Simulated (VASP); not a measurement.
# AlV2C (P6_3/mmc) in VASP: further runs

AlV2C is run at these levels: PBEsol, LDA; tasks: single point.

Everything below comes from runs of VASP 6.6.1. Logs are shortened: lines on timing, memory, paths and dates and some standing lists are left out, and cuts for length are marked.

## (1) The cell of the first run

Symmetry: P6_3/mmc, No. 194, hexagonal system. Conventional cell: a = 2.888 Å, b = 2.888 Å, c = 13.105 Å, α = 90.00°, β = 90.00°, γ = 120.00°. Within 2.9 Å of V (site symmetry 3m) lie 3 C at 2.02 Å and 3 Al at 2.72 Å and 9 V at 2.81 to 2.89 Å. Within 3.7 Å of Al (site symmetry -6m2) lie 6 V at 2.72 Å and 6 Al at 2.89 Å and 6 C at 3.68 Å. C (site symmetry -3m) has 6 V at 2.02 Å within 2.7 Å.

## (2) Single point, PBEsol

File INCAR:

```
PREC     = Accurate       # precision mode
ENCUT    = 520            # plane-wave cutoff, eV
EDIFF    = 1E-6           # SCF threshold, eV
ISMEAR   = -1             # smearing method
SIGMA    = 0.05           # smearing width, eV
LREAL    = F              # projectors in reciprocal space
LASPH    = T              # aspherical terms in the spheres
NELM     = 100            # most SCF steps
ALGO     = Normal         # electronic algorithm
ISIF     = 2              # what is computed and relaxed
LWAVE    = F              # write WAVECAR
LCHARG   = F              # write CHGCAR
GGA      = PS             # functional
NBANDS   = 43             # bands
```

File KPOINTS:

```
Automatic mesh
0
Gamma
  11 11 2
```

File POSCAR:

```
AlV2C
1.0
    2.8875990726      0.0000000000      0.0000000000
   -1.4437995363      2.5007341528      0.0000000000
    0.0000000000      0.0000000000     13.1048231100
V Al C
4 2 2
Direct
    0.3333333333      0.6666666667      0.9136157800
    0.6666666667      0.3333333333      0.0863842200
    0.6666666667      0.3333333333      0.4136157800
    0.3333333333      0.6666666667      0.5863842200
    0.6666666667      0.3333333333      0.7500000000
    0.3333333333      0.6666666667      0.2500000000
    0.0000000000      0.0000000000      0.5000000000
    0.0000000000      0.0000000000      0.0000000000
```

Potentials or basis: VASP PAW PBE potentials, release 64 (V_sv, Al, C).

Run with:

```
$ cat potpaw_PBE.64/V_sv/POTCAR potpaw_PBE.64/Al/POTCAR potpaw_PBE.64/C/POTCAR > POTCAR
$ mpirun -np 1 vasp_std > vasp.out
```

OUTCAR:

```text
PREC = Accurate
   ENCUT = 520
   EDIFF = 1E-6
   ISMEAR = -1
   LREAL = F
   LASPH = T
   NELM = 100
   ISIF = 2
   GGA = PS

 ion  position               nearest neighbor table
   1  0.333  0.667  0.914-   8 2.02   8 2.02   8 2.02   5 2.72   5 2.72   5 2.72   2 2.81   2 2.81
                             2 2.81
   2  0.667  0.333  0.086-   8 2.02   8 2.02   8 2.02   6 2.72   6 2.72   6 2.72   1 2.81   1 2.81
                             1 2.81
   3  0.667  0.333  0.414-   7 2.02   7 2.02   7 2.02   6 2.72   6 2.72   6 2.72   4 2.81   4 2.81
                             4 2.81
   4  0.333  0.667  0.586-   7 2.02   7 2.02   7 2.02   5 2.72   5 2.72   5 2.72   3 2.81   3 2.81
                             3 2.81
   5  0.667  0.333  0.750-   1 2.72   4 2.72   1 2.72   4 2.72   1 2.72   4 2.72
   6  0.333  0.667  0.250-   2 2.72   3 2.72   2 2.72   3 2.72   2 2.72   3 2.72
   7  0.000  0.000  0.500-   3 2.02   4 2.02   4 2.02   3 2.02   3 2.02   4 2.02
   8  0.000  0.000  0.000-   1 2.02   2 2.02   1 2.02   2 2.02   2 2.02   1 2.02

  LATTYP: Found a hexagonal cell.
 ALAT       =     2.8875990726
 C/A-ratio  =     4.5383111646

  Lattice vectors:

 A1 = (   2.8875990726,   0.0000000000,   0.0000000000)
 A2 = (  -1.4437995363,   2.5007341528,   0.0000000000)
 A3 = (   0.0000000000,   0.0000000000,  13.1048231100)

Analysis of symmetry for initial positions (statically):
=====================================================================
 Subroutine PRICEL returns:
 Original cell was already a primitive cell.

 Routine SETGRP: Setting up the symmetry group for a
 hexagonal supercell.

 Subroutine GETGRP returns: Found 24 space group operations
 (whereof 12 operations were pure point group operations)
 out of a pool of 24 trial point group operations.

The static configuration has the point symmetry D_3d.
 The point group associated with its full space group is D_6h.

Analysis of symmetry for dynamics (positions and initial velocities):
=====================================================================
 Subroutine PRICEL returns:
 Original cell was already a primitive cell.

 Routine SETGRP: Setting up the symmetry group for a
 hexagonal supercell.

 Subroutine GETGRP returns: Found 24 space group operations
 (whereof 12 operations were pure point group operations)
 out of a pool of 24 trial point group operations.

The dynamic configuration has the point symmetry D_3d.
 The point group associated with its full space group is D_6h.

[... 103 lines left out ...]
   ICHARG =      2    charge: 1-file 2-atom 10-const
   ISPIN  =      1    spin polarized calculation?
   LNONCOLLINEAR =      F non collinear calculations
   LSORBIT =      F    spin-orbit coupling
   LASPH  =      T    aspherical Exc in radial PAW
   ENCUT  =  520.0 eV  38.22 Ry    6.18 a.u.   5.37  5.37 24.37*2*pi/ulx,y,z
   NELM   =    100;   NELMIN=  2; NELMDL= -5     # of ELM steps
   EDIFF  = 0.1E-05   stopping-criterion for ELM
   LREAL  =      F    real-space projection
[... 7 lines left out ...]
   TEBEG  =    0.0;   TEEND  =   0.0 temperature during run
   PSTRESS=    0.0 pullay stress
   NELECT =      66.0000    total number of electrons
   NUPDOWN=      -1.0000    fix difference up-down
   EMIN   =  10.00;   EMAX   =-10.00  energy-range for DOS
   EFERMI =   0.00;   METHOD = LEGACY
   ISMEAR =    -1;   SIGMA  =   0.05  broadening in eV -4-tet -1-fermi 0-gaus
   EFERMI_NEDOS =   21; number of points for ismear=-14 and -15
   IALGO  =     38    algorithm
   IMIX   =      4    mixing-type and parameters
     AMIX     =   0.40;   BMIX     =  1.00
     AMIX_MAG =   1.60;   BMIX_MAG =  1.00
  volume/ion in A,a.u.               =      11.83        79.83
  Fermi-wavevector in a.u.,A,eV,Ry     =   1.451814  2.743530 28.677865  2.107764
  Thomas-Fermi vector in A             =   2.569268
   LORBIT       =      0    0 simple, 1 ext, 2 COOP (PROOUT), +10 PAW based schemes
   GGA     = PS    functional components
   LHFCALC =     F    Hartree Fock is set to
   AEXX    =    0.0000 exact exchange contribution
   IVDW    =     0    specifies the selected vdW correction
   LEPSILON=     F    determine dielectric tensor
   LRPA    =     F    only Hartree local field effects (RPA)
 non-spin polarized calculation
  energy-cutoff  :      520.00
  volume of cell :       94.63
 maximum number of plane-waves:      2605
 NGX is ok and might be reduce to    24
   NGX = 11   NGY = 11   NGZ = 49

 number of electron      66.0000013 magnetization

 Free energy of the ion-electron system (eV)
  ---------------------------------------------------
  ext. energy  EPLUGINS =         0.00000000
  ---------------------------------------------------
  free energy    TOTEN  =       -70.57751063 eV

  energy without entropy =      -70.54547840  energy(sigma->0) =      -70.56149451

 E-fermi :   9.5140     XC(G=0): -12.3482

 val. band max:        9.5075974782   @ k =   0.0909   0.0909   0.5000
 cond. band min:       9.5461020857   @ k =   0.3636   0.1818   0.0000
 fundamental gap:      0.0385046075
 Fermi energy:         9.5140397178

 k-point     1 :       0.0000    0.0000    0.0000
  band No.  band energies     occupation
      1     -54.6136      2.00000
      2     -54.6136      2.00000
      3     -54.5554      2.00000
      4     -54.5553      2.00000
      5     -28.7752      2.00000
      6     -28.7728      2.00000
[... 1093 lines left out ...]
     42      11.4962      0.00000
     43      13.5141      0.00000

 [... further k-points ...]
[... 5 lines left out ...]
  --------------------------------------------------------------------------------------
  -------------------------------------------------------------------------------------
  Total       -1.8875681     -1.8875681     -2.3909604      0.0000000      0.0000000     -0.0000000
  in kB      -31.9578549    -31.9578549    -40.4806412      0.0000000      0.0000000     -0.0000000
  external PRESSURE =     -34.7987837 kB  Pullay stress =       0.0000000 kB

 VOLUME and BASIS-vectors are now :
 -----------------------------------------------------------------------------
  energy-cutoff  :      520.00
  volume of cell :       94.63
      direct lattice vectors                 reciprocal lattice vectors
     2.887599073  0.000000000  0.000000000     0.346308464  0.199941285  0.000000000
    -1.443799536  2.500734153  0.000000000     0.000000000  0.399882570  0.000000000
     0.000000000  0.000000000 13.104823110     0.000000000  0.000000000  0.076307783

 POSITION                                       TOTAL-FORCE (eV/Angst)
 -----------------------------------------------------------------------------------
     -0.00000      1.66716     11.97277        -0.000000     -0.000000      0.445463
      1.44380      0.83358      1.13205         0.000000      0.000000     -0.445463
      1.44380      0.83358      5.42036         0.000000      0.000000      0.445463
     -0.00000      1.66716      7.68446        -0.000000     -0.000000     -0.445463
      1.44380      0.83358      9.82862        -0.000000     -0.000000      0.000000
     -0.00000      1.66716      3.27621        -0.000000      0.000000      0.000000
      0.00000      0.00000      6.55241        -0.000000      0.000000      0.000000
      0.00000      0.00000      0.00000        -0.000000      0.000000      0.000000
 -----------------------------------------------------------------------------------
    total drift:                               -0.000000      0.000000     -0.000000

  FREE ENERGIE OF THE ION-ELECTRON SYSTEM (eV)
  ---------------------------------------------------
  free  energy   TOTEN  =       -70.5775106268 eV

  energy  without entropy=      -70.5454783951  energy(sigma->0) =      -70.56149451
```

OSZICAR:

```text
N       E                     dE             d eps       ncg     rms          rms(c)
DAV:   1     0.908678301917E+03    0.90868E+03   -0.37587E+04  2816   0.166E+03
DAV:   2    -0.163250781339E+02   -0.92500E+03   -0.90028E+03  2772   0.542E+02
DAV:   3    -0.851575496699E+02   -0.68832E+02   -0.66665E+02  3657   0.146E+02
DAV:   4    -0.873627109192E+02   -0.22052E+01   -0.21912E+01  3392   0.240E+01
DAV:   5    -0.874026618419E+02   -0.39951E-01   -0.39903E-01  3414   0.346E+00    0.573E+01
DAV:   6    -0.734994775823E+02    0.13903E+02   -0.17720E+02  3605   0.762E+01    0.133E+01
DAV:   7    -0.711488324854E+02    0.23506E+01   -0.38108E+01  3475   0.380E+01    0.136E+01
DAV:   8    -0.706048479523E+02    0.54398E+00   -0.33488E+00  3263   0.109E+01    0.278E+00
DAV:   9    -0.705807464732E+02    0.24101E-01   -0.29484E-01  3675   0.296E+00    0.661E-01
DAV:  10    -0.705776608238E+02    0.30856E-02   -0.34145E-02  3321   0.125E+00    0.223E-01
DAV:  11    -0.705775284155E+02    0.13241E-03   -0.93241E-04  3545   0.206E-01    0.453E-02
DAV:  12    -0.705775143924E+02    0.14023E-04   -0.15814E-04  3566   0.693E-02    0.127E-02
DAV:  13    -0.705775109091E+02    0.34833E-05   -0.15359E-05  2721   0.179E-02    0.300E-03
DAV:  14    -0.705775106268E+02    0.28225E-06   -0.65683E-07  1745   0.653E-03
   1 F= -.70577511E+02 E0= -.70561495E+02  d E =-.320322E-01
```

stdout:

```text
POSCAR found type information on POSCAR V AlC
 POSCAR found :  3 types and       8 ions
 scaLAPACK will be used
 -----------------------------------------------------------------------------
|                                                                             |
|                                                                             |
|     You enforced a specific xc type in the INCAR file but a different       |
|     I HOPE YOU KNOW WHAT YOU ARE DOING!                                     |
|                                                                             |
 -----------------------------------------------------------------------------

 LDA part: xc-table for (Slater+PW92), standard interpolation
 POSCAR, INCAR and KPOINTS ok, starting setup
 FFT: planning ... GRIDC
 FFT: planning ... GRID_SOFT
 FFT: planning ... GRID
 WAVECAR not read
 entering main loop
```

Wall time 3.4 min (1 thread of Intel Xeon 8259CL, shared host); peak memory 0.28 GiB.

What came out:

```yaml
Free_energy: -70.5775 eV
Pressure: -3.5 GPa
Largest_force: 0.445 eV/Å
Band_gap_on_the_k_mesh: zero (bands 33 and 34 overlap by 1.60 eV)
```

Forces in eV/Å, atoms in the order of the input:
```
V    0.000  0.000  0.445
V    0.000  0.000 -0.445
V    0.000  0.000  0.445
V    0.000  0.000 -0.445
Al   0.000  0.000  0.000
Al   0.000  0.000  0.000
C    0.000  0.000  0.000
C    0.000  0.000  0.000
```

Levels at points of the mesh, in eV from the Fermi level:
```csv
k point,band 29,band 30,band 31,band 32,band 33,band 34,band 35,band 36,band 37,band 38
"(0.00, 0.00, 0.00)",-1.02,-0.68,-0.26,-0.26,-0.25,-0.25,0.59,0.59,0.63,0.63
"(0.00, 0.00, 0.50)",-0.81,-0.81,-0.25,-0.25,-0.25,-0.25,0.61,0.61,0.61,0.61
```

Caveat: the cell stands under tension; the PAW data sets were made with another functional, which shifts forces and pressure a little.

## (3) Single point, LDA, collinear spin, ferromagnetic start

This run uses another cell than the first one, of 11.39 Å³/atom.

File INCAR:

```
SYSTEM = AlV2C
PREC = Accurate
ENCUT = 520
EDIFF = 1E-6
ISMEAR = -1
SIGMA = 0.05
LREAL = .False.
LASPH = .True.
NELM = 150
ALGO = Normal
ISIF = 2
LWAVE = .False.
LCHARG = .False.
ISPIN = 2
MAGMOM = 2 2 2 2 0 0 0 0
LORBIT = 11
LMAXMIX = 4
NBANDS = 47
```

File KPOINTS:

```
Automatic mesh
0
Gamma
  11 11 2
  0 0 0
```

File POSCAR:

```
AlV2C
1.0
    2.8558759243      0.0000000000      0.0000000000
   -1.4279379621      2.4732611005      0.0000000000
    0.0000000000      0.0000000000     12.9003203483
V Al C
4 2 2
Direct
    0.3333333333      0.6666666667      0.9143820179
    0.6666666667      0.3333333333      0.0856179821
    0.6666666667      0.3333333333      0.4143820179
    0.3333333333      0.6666666667      0.5856179821
    0.6666666667      0.3333333333      0.7500000000
    0.3333333333      0.6666666667      0.2500000000
    0.0000000000      0.0000000000      0.5000000000
    0.0000000000      0.0000000000      0.0000000000
```

Potentials or basis: VASP PAW LDA potentials, release 64 (V_sv, Al, C).

Run with:

```
$ cat potpaw_LDA.64/V_sv/POTCAR potpaw_LDA.64/Al/POTCAR potpaw_LDA.64/C/POTCAR > POTCAR
$ mpirun -np 1 vasp_std > vasp.out
```

OUTCAR:

```text
SYSTEM = AlV2C
   PREC = Accurate
   ENCUT = 520
   EDIFF = 1E-6
   ISMEAR = -1
   LREAL = .False.
   LASPH = .True.
   NELM = 150
   ISIF = 2
   ISPIN = 2
   LORBIT = 11

 ion  position               nearest neighbor table
   1  0.333  0.667  0.914-   8 1.98   8 1.98   8 1.98   5 2.69   5 2.69   5 2.69   2 2.76   2 2.76
                             2 2.76
   2  0.667  0.333  0.086-   8 1.98   8 1.98   8 1.98   6 2.69   6 2.69   6 2.69   1 2.76   1 2.76
                             1 2.76
   3  0.667  0.333  0.414-   7 1.98   7 1.98   7 1.98   6 2.69   6 2.69   6 2.69   4 2.76   4 2.76
                             4 2.76
   4  0.333  0.667  0.586-   7 1.98   7 1.98   7 1.98   5 2.69   5 2.69   5 2.69   3 2.76   3 2.76
                             3 2.76
   5  0.667  0.333  0.750-   1 2.69   4 2.69   1 2.69   4 2.69   1 2.69   4 2.69
   6  0.333  0.667  0.250-   2 2.69   3 2.69   2 2.69   3 2.69   2 2.69   3 2.69
   7  0.000  0.000  0.500-   3 1.98   4 1.98   4 1.98   3 1.98   3 1.98   4 1.98
[... 2564 lines left out ...]
      0.00000      0.00000      0.00000         0.000000      0.000000     -0.000000
 -----------------------------------------------------------------------------------
    total drift:                                0.000000     -0.000000      0.000000

  FREE ENERGIE OF THE ION-ELECTRON SYSTEM (eV)
  ---------------------------------------------------
  free  energy   TOTEN  =       -73.0472576200 eV

  energy  without entropy=      -73.0179245802  energy(sigma->0) =      -73.03259110

 total charge

# of ion       s       p       d       tot
------------------------------------------
    1        2.288   6.311   3.243  11.842
    2        2.288   6.311   3.243  11.842
    3        2.288   6.311   3.243  11.842
    4        2.288   6.311   3.243  11.842
    5        0.434   0.415   0.000   0.849
    6        0.434   0.415   0.000   0.849
    7        0.904   1.605   0.000   2.509
    8        0.904   1.605   0.000   2.509
--------------------------------------------------
tot         11.828  29.283  12.973  54.085

 magnetization (x)

# of ion       s       p       d       tot
------------------------------------------
    1       -0.000  -0.000  -0.000  -0.000
    2       -0.000  -0.000  -0.000  -0.000
    3       -0.000  -0.000  -0.000  -0.000
    4       -0.000  -0.000  -0.000  -0.000
    5        0.000   0.000   0.000   0.000
    6        0.000   0.000   0.000   0.000
    7       -0.000  -0.000   0.000  -0.000
    8       -0.000  -0.000   0.000  -0.000
--------------------------------------------------
tot          0.000  -0.000  -0.000  -0.000
```

Run time: 4.8 min. Hardware: 1 thread of Intel Xeon Platinum 8259CL at 2.50GHz (Skylake/Cascade Lake), shared host; peak memory 0.33 GiB.

Results:

- Free energy: -73.0473 eV
- Pressure: 0.7 GPa
- Largest force: 0.068 eV/Å
- Band gap on the k mesh: zero (filled and empty bands overlap)
- Net moment: 0.00 μB per cell
- Valence electrons inside the program's atomic spheres: V 11.84; Al 0.85; C 2.51

Forces in eV/Å, atoms in the order of the input:
```
V    0.000  0.000 -0.068
V    0.000  0.000  0.068
V    0.000  0.000 -0.068
V    0.000  0.000  0.068
Al   0.000  0.000  0.000
Al   0.000  0.000  0.000
C    0.000  0.000  0.000
C    0.000  0.000  0.000
```

Levels at points of the mesh, in eV from the Fermi level:
Spin up:
```tsv
k point	band 31	band 32	band 33	band 34	band 35	band 36
(0.00, 0.00, 0.00)	-0.30	-0.30	-0.28	-0.28	0.63	0.63
(0.00, 0.00, 0.50)	-0.29	-0.29	-0.29	-0.29	0.65	0.65
```
Spin down:
```tsv
k point	band 30	band 31	band 32	band 33	band 34	band 35	band 36	band 37
(0.00, 0.00, 0.00)	-0.65	-0.30	-0.30	-0.28	-0.28	0.63	0.63	0.67
(0.00, 0.00, 0.50)	-0.77	-0.29	-0.29	-0.29	-0.29	0.65	0.65	0.65
```

Caveat: the moments typed at the start vanished in this run.

The gap in the log of VASP goes by the Fermi energy; the results here count the filled bands.